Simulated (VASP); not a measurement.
# SiAu3 (Fm-3m) in VASP: further runs

The runs below take SiAu3 through single point, with PBE.

Everything below comes from runs of VASP 6.6.1. Logs are shortened: lines on timing, memory, paths and dates and some standing lists are left out, and cuts for length are marked.

## (1) The cell of the first run

The structure is cubic, space group Fm-3m (No. 225). Conventional cell: a = 6.571 Å, b = 6.571 Å, c = 6.571 Å, α = 90.00°, β = 90.00°, γ = 90.00°. Si (site symmetry m-3m) has 14 Au at 2.85 to 3.29 Å within 3.7 Å. Within 3.7 Å of Au (site symmetry -43m) lie 4 Si at 2.85 Å and 10 Au at 2.85 to 3.29 Å. Within 3.7 Å of Au (site symmetry m-3m) lie 8 Au at 2.85 Å and 6 Si at 3.29 Å.

## (2) Single point, PBE

Contents of INCAR:

```
SYSTEM = SiAu3
PREC = Accurate
ENCUT = 500
EDIFF = 1E-6
ISMEAR = 0
SIGMA = 0.3
LREAL = .FALSE.
LASPH = .TRUE.
NELM = 120
ALGO = Normal
ISIF = 2
LWAVE = .FALSE.
LCHARG = .FALSE.
GGA = PE
NBANDS = 26
GGA_COMPAT = .FALSE.
```

Contents of KPOINTS:

```
regular mesh
0
G
  7 7 7
  0 0 0
```

Contents of POSCAR:

```
SiAu3
1.0
    0.0000000000      3.2857340000      3.2857340000
    3.2857340000      0.0000000000      3.2857340000
    3.2857340000      3.2857340000      0.0000000000
Si Au
1 3
Direct
    0.0000000000      0.0000000000      0.0000000000
    0.2500000000      0.2500000000      0.2500000000
    0.7500000000      0.7500000000      0.7500000000
    0.5000000000      0.5000000000      0.5000000000
```

Potentials or basis: VASP PAW PBE potentials, release 64 (Si, Au).

The run is started by

```console
$ cat potpaw_PBE.64/Si/POTCAR potpaw_PBE.64/Au/POTCAR > POTCAR
$ mpirun -np 1 vasp_std > vasp.out
```

OUTCAR:

```text
SYSTEM = SiAu3
   PREC = Accurate
   ENCUT = 500
   EDIFF = 1E-6
   ISMEAR = 0
   LREAL = .FALSE.
   LASPH = .TRUE.
   NELM = 120
   ISIF = 2
   GGA = PE

 ion  position               nearest neighbor table
   1  0.000  0.000  0.000-   2 2.85   3 2.85   3 2.85   3 2.85   3 2.85   2 2.85   2 2.85   2 2.85
                             4 3.29   4 3.29   4 3.29   4 3.29   4 3.29   4 3.29
   2  0.250  0.250  0.250-   1 2.85   4 2.85   1 2.85   1 2.85   1 2.85   4 2.85   4 2.85   4 2.85
                             3 3.29   3 3.29   3 3.29   3 3.29   3 3.29   3 3.29
   3  0.750  0.750  0.750-   1 2.85   4 2.85   4 2.85   4 2.85   4 2.85   1 2.85   1 2.85   1 2.85
                             2 3.29   2 3.29   2 3.29   2 3.29   2 3.29   2 3.29
   4  0.500  0.500  0.500-   2 2.85   3 2.85   2 2.85   2 2.85   2 2.85   3 2.85   3 2.85   3 2.85
                             1 3.29   1 3.29   1 3.29   1 3.29   1 3.29   1 3.29

  LATTYP: Found a face centered cubic cell.
 ALAT       =     6.5714680000

  Lattice vectors:

 A1 = (   0.0000000000,   3.2857340000,   3.2857340000)
 A2 = (   3.2857340000,   0.0000000000,   3.2857340000)
 A3 = (   3.2857340000,   3.2857340000,   0.0000000000)

Analysis of symmetry for initial positions (statically):
=====================================================================
 Subroutine PRICEL returns:
 Original cell was already a primitive cell.

 Routine SETGRP: Setting up the symmetry group for a
 face centered cubic supercell.

 Subroutine GETGRP returns: Found 48 space group operations
 (whereof 48 operations were pure point group operations)
 out of a pool of 48 trial point group operations.

The static configuration has the point symmetry O_h .

Analysis of symmetry for dynamics (positions and initial velocities):
=====================================================================
 Subroutine PRICEL returns:
 Original cell was already a primitive cell.

 Routine SETGRP: Setting up the symmetry group for a
 face centered cubic supercell.

 Subroutine GETGRP returns: Found 48 space group operations
 (whereof 48 operations were pure point group operations)
 out of a pool of 48 trial point group operations.

The dynamic configuration has the point symmetry O_h .

 Subroutine INISYM returns: Found 48 space group operations
 (whereof 48 operations are pure point group operations),
 and found     1 'primitive' translations

----------------------------------------------------------------------------------------

                                     Primitive cell

  volume of cell :      70.9459

  direct lattice vectors                    reciprocal lattice vectors
     0.000000000  3.285734000  3.285734000    -0.152173000  0.152173000  0.152173000
     3.285734000  0.000000000  3.285734000     0.152173000 -0.152173000  0.152173000
     3.285734000  3.285734000  0.000000000     0.152173000  0.152173000 -0.152173000

  length of vectors
     4.646729585  4.646729585  4.646729585     0.263571368  0.263571368  0.263571368

  position of ions in fractional coordinates (direct lattice)
     0.000000000  0.000000000  0.000000000
     0.250000000  0.250000000  0.250000000
     0.750000000  0.750000000  0.750000000
     0.500000000  0.500000000  0.500000000

  ion indices of the primitive-cell ions
   primitive index   ion index
                 1           1
                 2           2
                 3           3
                 4           4

----------------------------------------------------------------------------------------

 KPOINTS: regular mesh

Automatic generation of k-mesh.
 Grid dimensions read from file:
 generate k-points for:    7    7    7

 Generating k-lattice:

  Cartesian coordinates                     Fractional coordinates (reciprocal lattice)
    -0.021739000  0.021739000  0.021739000     0.142857143  0.000000000  0.000000000
     0.021739000 -0.021739000  0.021739000     0.000000000  0.142857143  0.000000000
     0.021739000  0.021739000 -0.021739000     0.000000000  0.000000000  0.142857143

  Length of vectors
     0.037653053  0.037653053  0.037653053

  Shift w.r.t. Gamma in fractional coordinates (k-lattice)
     0.000000000  0.000000000  0.000000000

 Subroutine IBZKPT returns following result:
 ===========================================

 Found     20 irreducible k-points:

 Following reciprocal coordinates:
            Coordinates               Weight
  0.000000  0.000000  0.000000      1.000000
  0.142857  0.000000  0.000000      8.000000
  0.285714  0.000000  0.000000      8.000000
  0.428571  0.000000  0.000000      8.000000
  0.142857  0.142857  0.000000      6.000000
  0.285714  0.142857  0.000000     24.000000
[... 12 lines left out ...]
 -0.428571  0.428571  0.142857     24.000000
 -0.285714  0.428571  0.142857     24.000000
   k-points           NKPTS =     20   k-points in BZ     NKDIM =     20   number of bands    NBANDS=     26
   number of dos      NEDOS =    301   number of ions     NIONS =      4
   total plane-waves  NPLWV =  46656
   dimension x,y,z NGX =    36 NGY =   36 NGZ =   36
   dimension x,y,z NGXF=    72 NGYF=   72 NGZF=   72
   ions per type =               1   3
   NGX,Y,Z   is equivalent  to a cutoff of  12.88, 12.88, 12.88 a.u.
   NGXF,Y,Z  is equivalent  to a cutoff of  25.76, 25.76, 25.76 a.u.
 SYSTEM =  SiAu3
   PREC   = accura    normal or accurate (medium, high low for compatibility)
   ISTART =      0    job   : 0-new  1-cont  2-samecut
   ICHARG =      2    charge: 1-file 2-atom 10-const
   ISPIN  =      1    spin polarized calculation?
   LNONCOLLINEAR =      F non collinear calculations
   LSORBIT =      F    spin-orbit coupling
   LASPH  =      T    aspherical Exc in radial PAW
   ENCUT  =  500.0 eV  36.75 Ry    6.06 a.u.   8.47  8.47  8.47*2*pi/ulx,y,z
   NELM   =    120;   NELMIN=  2; NELMDL= -5     # of ELM steps
   EDIFF  = 0.1E-05   stopping-criterion for ELM
   LREAL  =      F    real-space projection
   EDIFFG = 0.1E-04   stopping-criterion for IOM
   NSW    =      0    number of steps for IOM
   IBRION =     -1    ionic relax: 0-MD 1-quasi-New 2-CG
   NFREE  =      0    steps in history (QN), initial steepest desc. (CG)
   ISIF   =      2    stress and relaxation
   ISYM   =      2    0-nonsym 1-usesym 2-fastsym
   POTIM  = 0.5000    time-step for ionic-motion
   TEBEG  =    0.0;   TEEND  =   0.0 temperature during run
   PSTRESS=    0.0 pullay stress
   NELECT =      37.0000    total number of electrons
   NUPDOWN=      -1.0000    fix difference up-down
   EMIN   =  10.00;   EMAX   =-10.00  energy-range for DOS
   EFERMI =   0.00;   METHOD = LEGACY
   ISMEAR =     0;   SIGMA  =   0.30  broadening in eV -4-tet -1-fermi 0-gaus
   EFERMI_NEDOS =   21; number of points for ismear=-14 and -15
   IALGO  =     38    algorithm
   IMIX   =      4    mixing-type and parameters
     AMIX     =   0.40;   BMIX     =  1.00
     AMIX_MAG =   1.60;   BMIX_MAG =  1.00
  volume/ion in A,a.u.               =      17.74       119.69
  Fermi-wavevector in a.u.,A,eV,Ry     =   1.317750  2.490186 23.626039  1.736465
  Thomas-Fermi vector in A             =   2.447769
   LORBIT       =      0    0 simple, 1 ext, 2 COOP (PROOUT), +10 PAW based schemes
   GGA     = PE    functional components
   LHFCALC =     F    Hartree Fock is set to
   AEXX    =    0.0000 exact exchange contribution
   IVDW    =     0    specifies the selected vdW correction
   LEPSILON=     F    determine dielectric tensor
   LRPA    =     F    only Hartree local field effects (RPA)
 non-spin polarized calculation
 Gauss-broadening in eV      SIGMA  =   0.30
  energy-cutoff  :      500.00
  volume of cell :       70.95
 maximum number of plane-waves:      1823
 NGX is ok and might be reduce to    36
   NGX = 17   NGY = 17   NGZ = 17

 number of electron      36.9999999 magnetization

 Free energy of the ion-electron system (eV)
  ---------------------------------------------------
  ext. energy  EPLUGINS =         0.00000000
  ---------------------------------------------------
  free energy    TOTEN  =       -14.49601295 eV

  energy without entropy =      -14.47423476  energy(sigma->0) =      -14.48512386

 E-fermi :   8.9203     XC(G=0): -11.9605

 val. band max:        8.9150313301   @ k =  -0.2857   0.2857   0.0000
 cond. band min:       9.0837770083   @ k =  -0.1429   0.1429   0.0000
 fundamental gap:      0.1687456781
 Fermi energy:         8.9203322740

 k-point     1 :       0.0000    0.0000    0.0000
  band No.  band energies     occupation
      1      -2.0499      2.00000
      2       2.6078      2.00000
      3       2.6078      2.00000
      4       2.8194      2.00000
      5       2.8194      2.00000
      6       2.8194      2.00000
[... 18 lines left out ...]
     25      15.2100      0.00000
     26      15.2100      0.00000

 k-point     2 :       0.1429    0.0000    0.0000
  band No.  band energies     occupation
      1      -1.8191      2.00000
      2       2.5572      2.00000
      3       2.5704      2.00000
      4       2.5704      2.00000
      5       3.0037      2.00000
      6       3.0037      2.00000
[... 18 lines left out ...]
     25      15.3860      0.00000
     26      15.3860      0.00000

 k-point     3 :       0.2857    0.0000    0.0000
  band No.  band energies     occupation
      1      -1.1772      2.00000
      2       2.1325      2.00000
      3       2.6457      2.00000
      4       2.6457      2.00000
      5       3.2140      2.00000
      6       3.2140      2.00000
[... 456 lines left out ...]
 k-point    19 :      -0.4286    0.4286    0.1429
  band No.  band energies     occupation
      1       0.0108      2.00000
      2       1.7055      2.00000
      3       2.2909      2.00000
      4       2.7799      2.00000
      5       3.2897      2.00000
      6       3.3813      2.00000
[... 18 lines left out ...]
     25      17.2424      0.00000
     26      18.6012      0.00000

 k-point    20 :      -0.2857    0.4286    0.1429
  band No.  band energies     occupation
      1       0.0980      2.00000
      2       2.0635      2.00000
      3       2.0810      2.00000
      4       2.6220      2.00000
      5       3.3086      2.00000
      6       3.5225      2.00000
[... 18 lines left out ...]
     25      16.6507      0.00000
     26      18.1417      0.00000

------------------------ aborting loop because EDIFF is reached ----------------------------------------

  FORCE on cell =-STRESS in cart. coord.  units (eV):
  Direction    XX          YY          ZZ          XY          YZ          ZX
  --------------------------------------------------------------------------------------
  -------------------------------------------------------------------------------------
  Total       -0.5260343     -0.5260343     -0.5260343     -0.0000000     -0.0000000      0.0000000
  in kB      -11.8794800    -11.8794800    -11.8794800     -0.0000000     -0.0000000      0.0000000
  external PRESSURE =     -11.8794800 kB  Pullay stress =       0.0000000 kB

 VOLUME and BASIS-vectors are now :
 -----------------------------------------------------------------------------
  energy-cutoff  :      500.00
  volume of cell :       70.95
      direct lattice vectors                 reciprocal lattice vectors
     0.000000000  3.285734000  3.285734000    -0.152173000  0.152173000  0.152173000
     3.285734000  0.000000000  3.285734000     0.152173000 -0.152173000  0.152173000
     3.285734000  3.285734000  0.000000000     0.152173000  0.152173000 -0.152173000

 POSITION                                       TOTAL-FORCE (eV/Angst)
 -----------------------------------------------------------------------------------
      0.00000      0.00000      0.00000         0.000000      0.000000      0.000000
      1.64287      1.64287      1.64287        -0.000000     -0.000000      0.000000
      4.92860      4.92860      4.92860         0.000000      0.000000     -0.000000
      3.28573      3.28573      3.28573         0.000000      0.000000      0.000000
 -----------------------------------------------------------------------------------
    total drift:                                0.000000      0.000000      0.000000

  FREE ENERGIE OF THE ION-ELECTRON SYSTEM (eV)
  ---------------------------------------------------
  free  energy   TOTEN  =       -14.4960129488 eV

  energy  without entropy=      -14.4742347644  energy(sigma->0) =      -14.48512386
```

It took 35 s on 1 thread of Intel Xeon 8259CL, shared host; peak memory 0.21 GiB.

Results:

```
Free energy            : -14.4960 eV
Pressure               : -1.2 GPa
Band gap on the k mesh : zero (an odd number of electrons rules out a gap without spin polarisation)
```

Caveat: so wide a smearing shifts energies and pressures; spin-orbit coupling is left out, which moves the levels of the heavy elements.

## (3) Single point, PBE

Contents of INCAR:

```
  PREC = Accurate
  ENCUT = 500
  EDIFF = 1E-6
  ISMEAR = 0
  SIGMA = 0.2
  LREAL = F
  LASPH = T
  NELM = 120
  ALGO = Normal
  ISIF = 2
  LWAVE = F
  LCHARG = F
  GGA = PE
  NBANDS = 26
  GGA_COMPAT = F
```

Contents of KPOINTS:

```
regular mesh
0
Gamma
  7 7 7
```

POSCAR is that of step 2.

Potentials or basis: VASP PAW PBE potentials, release 64 (Si, Au).

The run is started by

```console
$ cat potpaw_PBE.64/Si/POTCAR potpaw_PBE.64/Au/POTCAR > POTCAR
$ mpirun -np 1 vasp_std > vasp.out
```

It took 33 s on 1 thread of Intel Xeon 8259CL, shared host; peak memory 0.21 GiB.

It converged, with:

| Property | Result |
| --- | --- |
| Free energy | -14.4904 eV |
| Pressure | -1.2 GPa |
| Band gap on the k mesh | zero (an odd number of electrons rules out a gap without spin polarisation) |

Levels at points of the mesh, in eV from the Fermi level:
```tsv
k point	band 15	band 16	band 17	band 18	band 19	band 20	band 21	band 22
(0.00, 0.00, 0.00)	-3.13	-3.13	-1.98	1.72	1.72	1.72	2.38	4.00
```

Caveat: spin-orbit coupling is left out, which moves the levels of the heavy elements.

## (4) Single point, PBE

Contents of INCAR:

```
SYSTEM = SiAu3
  PREC = Accurate
  ENCUT = 500
  EDIFF = 1E-6
  ISMEAR = 0
  SIGMA = 0.1
  LREAL = .FALSE.
  LASPH = .TRUE.
  NELM = 120
  ALGO = Normal
  ISIF = 2
  LWAVE = .FALSE.
  LCHARG = .FALSE.
  GGA = PE
  NBANDS = 26
  GGA_COMPAT = .FALSE.
```

Contents of KPOINTS:

```
Automatic mesh
0
G
  7 7 7
  0 0 0
```

POSCAR is that of step 3.

The run is started by

```console
$ cat potpaw_PBE.64/Si/POTCAR potpaw_PBE.64/Au/POTCAR > POTCAR
$ mpirun -np 1 vasp_std > vasp.out
```

Run time: 32 s. Hardware: 1 thread of Intel Xeon 8259CL, shared host; peak memory 0.21 GiB.

Results (log left out):

- Free energy: -14.4875 eV
- Pressure: -1.3 GPa
- Band gap on the k mesh: zero (an odd number of electrons rules out a gap without spin polarisation)

Levels at points of the mesh, in eV from the Fermi level:
```
           k point  band 14  band 15  band 16  band 17  band 18  band 19  band 20  band 21  band 22  band 23
(0.00, 0.00, 0.00)    -3.18    -3.14    -3.14    -1.99     1.71     1.71     1.71     2.38     4.00     4.00
```

Caveat: spin-orbit coupling is left out, which moves the levels of the heavy elements.

(Continued in part 2 of 2.)

The gap in the log of VASP goes by the Fermi energy; the results here count the filled bands.